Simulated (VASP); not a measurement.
A run of VASP 6.6.1:

Contents of INCAR:

```
ALGO = Normal ; EDIFF = 1E-6
ENCUT = 520 ; GGA = PE
ISIF = 2 ; ISMEAR = -1
LASPH = True ; LCHARG = False
LREAL = False ; LWAVE = False
NBANDS = 7 ; NELM = 80
PREC = Accurate ; SIGMA = 0.05
```

The input KPOINTS:

```
k-points
0
Gamma
  15 15 15
```

The input POSCAR:

```
Be
1.0
    2.1729507032      0.0000000000      0.0000000000
    0.0000000000      2.1729507032      0.0000000000
    0.0000000000      0.0000000000      2.1729507032
Be
1
Direct
    0.0000000000      0.0000000000      0.0000000000
```

Potentials or basis: VASP PAW PBE potentials, release 64 (Be).

The run is started by

```console
$ cat potpaw_PBE.64/Be/POTCAR > POTCAR
$ mpirun -np 1 vasp_std > vasp.out
```

Hardware: 1 thread of Intel(R) Xeon(R) 6975P-C (Granite Rapids) (shared host).

Question: Estimate the wall time of this run.

Answer: Wall time 2.4 s on 1 thread of Intel(R) Xeon(R) 6975P-C (Granite Rapids), on a shared host, peak memory 0.11 GiB. Counts: scf iterations 9, k points 120.
